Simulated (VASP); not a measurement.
# Hf (Im-3m) in VASP: further runs, part 2 of 2

VASP 6.6.1. The steps go on from the part before.

## 3. Single point, PBE

The input, INCAR:

```
SYSTEM = Hf
PREC     = Accurate       ! precision mode
ENCUT    = 520            ! plane-wave cutoff, eV
EDIFF    = 1E-6           ! SCF threshold, eV
ISMEAR   = -1             ! smearing method
SIGMA    = 0.1            ! smearing width, eV
LREAL    = .FALSE.        ! projectors in reciprocal space
LASPH    = .TRUE.         ! aspherical terms in the spheres
NELM     = 100            ! most SCF steps
ALGO     = Normal         ! electronic algorithm
ISIF     = 2              ! what is computed and relaxed
LWAVE    = .FALSE.        ! write WAVECAR
LCHARG   = .FALSE.        ! write CHGCAR
GGA      = PE             ! functional
NBANDS   = 11             ! bands
```

The input, KPOINTS:

```
Automatic mesh
0
G
  19 19 19
  0 0 0
```

The input, POSCAR:

```
Hf
1.0
   -1.3971551555      1.3971551555      1.3971551555
    1.3971551555     -1.3971551555      1.3971551555
    1.3971551555      1.3971551555     -1.3971551555
Hf
1
Direct
    0.0000000000      0.0000000000      0.0000000000
```

Potentials or basis: VASP PAW PBE potentials, release 64 (Hf_pv).

Run with:

```console
> cat potpaw_PBE.64/Hf_pv/POTCAR > POTCAR
> mpirun -np 1 vasp_std > vasp.out
```

OUTCAR:

```text
SYSTEM = Hf
   PREC = Accurate
   ENCUT = 520
   EDIFF = 1E-6
   ISMEAR = -1
   LREAL = .FALSE.
   LASPH = .TRUE.
   NELM = 100
   ISIF = 2
   GGA = PE

 ion  position               nearest neighbor table
   1  0.000  0.000  0.000-

  LATTYP: Found a body centered cubic cell.
 ALAT       =     2.7943103110

  Lattice vectors:

 A1 = (  -1.3971551555,   1.3971551555,   1.3971551555)
 A2 = (   1.3971551555,  -1.3971551555,   1.3971551555)
 A3 = (   1.3971551555,   1.3971551555,  -1.3971551555)

Analysis of symmetry for initial positions (statically):
=====================================================================
 Subroutine PRICEL returns:
 Original cell was already a primitive cell.

 Routine SETGRP: Setting up the symmetry group for a
 body centered cubic supercell.

 Subroutine GETGRP returns: Found 48 space group operations
 (whereof 48 operations were pure point group operations)
 out of a pool of 48 trial point group operations.

The static configuration has the point symmetry O_h .

Analysis of symmetry for dynamics (positions and initial velocities):
=====================================================================
 Subroutine PRICEL returns:
 Original cell was already a primitive cell.

 Routine SETGRP: Setting up the symmetry group for a
 body centered cubic supercell.

 Subroutine GETGRP returns: Found 48 space group operations
 (whereof 48 operations were pure point group operations)
 out of a pool of 48 trial point group operations.

The dynamic configuration has the point symmetry O_h .

 Subroutine INISYM returns: Found 48 space group operations
 (whereof 48 operations are pure point group operations),
 and found     1 'primitive' translations

----------------------------------------------------------------------------------------

                                     Primitive cell

[... 105 lines left out ...]
   IALGO  =     38    algorithm
   IMIX   =      4    mixing-type and parameters
     AMIX     =   0.40;   BMIX     =  1.00
     AMIX_MAG =   1.60;   BMIX_MAG =  1.00
  volume/ion in A,a.u.               =      10.91        73.62
  Fermi-wavevector in a.u.,A,eV,Ry     =   1.590292  3.005216 34.409522  2.529029
  Thomas-Fermi vector in A             =   2.689009
   LORBIT       =      0    0 simple, 1 ext, 2 COOP (PROOUT), +10 PAW based schemes
   GGA     = PE    functional components
   LHFCALC =     F    Hartree Fock is set to
   AEXX    =    0.0000 exact exchange contribution
   IVDW    =     0    specifies the selected vdW correction
   LEPSILON=     F    determine dielectric tensor
   LRPA    =     F    only Hartree local field effects (RPA)
 non-spin polarized calculation
  energy-cutoff  :      520.00
  volume of cell :       10.91
 maximum number of plane-waves:       321
 NGX is ok and might be reduce to    18
   NGX =  9   NGY =  9   NGZ =  9

 number of electron      10.0000003 magnetization

 Free energy of the ion-electron system (eV)
  ---------------------------------------------------
  ext. energy  EPLUGINS =         0.00000000
  ---------------------------------------------------
  free energy    TOTEN  =        -4.84580660 eV

  energy without entropy =       -4.83361179  energy(sigma->0) =       -4.83970920

 E-fermi :  10.7422     XC(G=0): -15.0387

 val. band max:       10.6762869343   @ k =   0.1579   0.1579   0.0000
 cond. band min:      10.7567769616   @ k =  -0.4737  -0.4737   0.1579
 fundamental gap:      0.0804900273
 Fermi energy:        10.7421646118

 k-point     1 :       0.0000    0.0000    0.0000
  band No.  band energies     occupation
      1     -16.2137      2.00000
      2     -16.2137      2.00000
      3     -16.2137      2.00000
      4       3.0262      2.00000
      5      12.2428      0.00000
      6      12.2428      0.00000
      7      12.2428      0.00000
      8      17.6234      0.00000
      9      17.6234      0.00000
     10      25.8455      0.00000
     11      28.0228      0.00000
[... 309 lines left out ...]
 k-point    24 :       0.3158    0.1053    0.0000
  band No.  band energies     occupation
      1     -21.5156      2.00000
      2     -18.0442      2.00000
      3     -16.6276      2.00000
      4       5.6256      2.00000
      5       8.5438      2.00000
      6      14.0038      0.00000
      7      17.8651      0.00000
      8      20.1414      0.00000
      9      23.9416      0.00000
     10      25.8170      0.00000
     11      28.9734      0.00000

 [... further k-points ...]
[... 5 lines left out ...]
  --------------------------------------------------------------------------------------
  -------------------------------------------------------------------------------------
  Total       16.7726343     16.7726343     16.7726343      0.0000000     -0.0000000      0.0000000
  in kB     2463.3036803   2463.3036803   2463.3036803      0.0000000     -0.0000000      0.0000000
  external PRESSURE =    2463.3036803 kB  Pullay stress =       0.0000000 kB

 VOLUME and BASIS-vectors are now :
 -----------------------------------------------------------------------------
  energy-cutoff  :      520.00
  volume of cell :       10.91
      direct lattice vectors                 reciprocal lattice vectors
    -1.397155155  1.397155155  1.397155155     0.000000000  0.357870060  0.357870060
     1.397155155 -1.397155155  1.397155155     0.357870060  0.000000000  0.357870060
     1.397155155  1.397155155 -1.397155155     0.357870060  0.357870060  0.000000000

 POSITION                                       TOTAL-FORCE (eV/Angst)
 -----------------------------------------------------------------------------------
      0.00000      0.00000      0.00000        -0.000000      0.000000     -0.000000
 -----------------------------------------------------------------------------------
    total drift:                               -0.000000     -0.000000     -0.000000

  FREE ENERGIE OF THE ION-ELECTRON SYSTEM (eV)
  ---------------------------------------------------
  free  energy   TOTEN  =        -4.8458066022 eV

  energy  without entropy=       -4.8336117894  energy(sigma->0) =       -4.83970920
```

OSZICAR:

```text
N       E                     dE             d eps       ncg     rms          rms(c)
DAV:   1     0.213277453350E+02    0.21328E+02   -0.60434E+03  5043   0.929E+02
DAV:   2    -0.467496255756E+01   -0.26003E+02   -0.24784E+02  5499   0.177E+02
DAV:   3    -0.506800785788E+01   -0.39305E+00   -0.39113E+00  5569   0.147E+01
DAV:   4    -0.506829248244E+01   -0.28462E-03   -0.28462E-03  5205   0.474E-01
DAV:   5    -0.506829267258E+01   -0.19015E-06   -0.18883E-06  5417   0.120E-02    0.746E+01
DAV:   6    -0.490829897710E+01    0.15999E+00   -0.53298E-02  5068   0.184E+00    0.441E+01
DAV:   7    -0.484616108744E+01    0.62138E-01   -0.80957E-02  5059   0.216E+00    0.132E+00
DAV:   8    -0.484580049770E+01    0.36059E-03   -0.20223E-03  5110   0.399E-01    0.244E-01
DAV:   9    -0.484580717235E+01   -0.66746E-05   -0.56696E-05  5416   0.684E-02    0.366E-02
DAV:  10    -0.484580660215E+01    0.57020E-06   -0.41392E-06  5104   0.181E-02
   1 F= -.48458066E+01 E0= -.48397092E+01  d E =-.121948E-01
```

Wall time 7.3 s (1 thread of Intel Xeon 6975P-C (Granite Rapids), shared host); peak memory 0.14 GiB.

What came out:

| Property | Result |
| --- | --- |
| Free energy | -4.8458 eV |
| Pressure | 246.3 GPa |
| Band gap on the k mesh | zero (band 5 reaches 12.24 eV, above the bottom of band 6 at 9.12 eV) |

Caveat: spin-orbit coupling is left out, which moves the levels of the heavy elements.
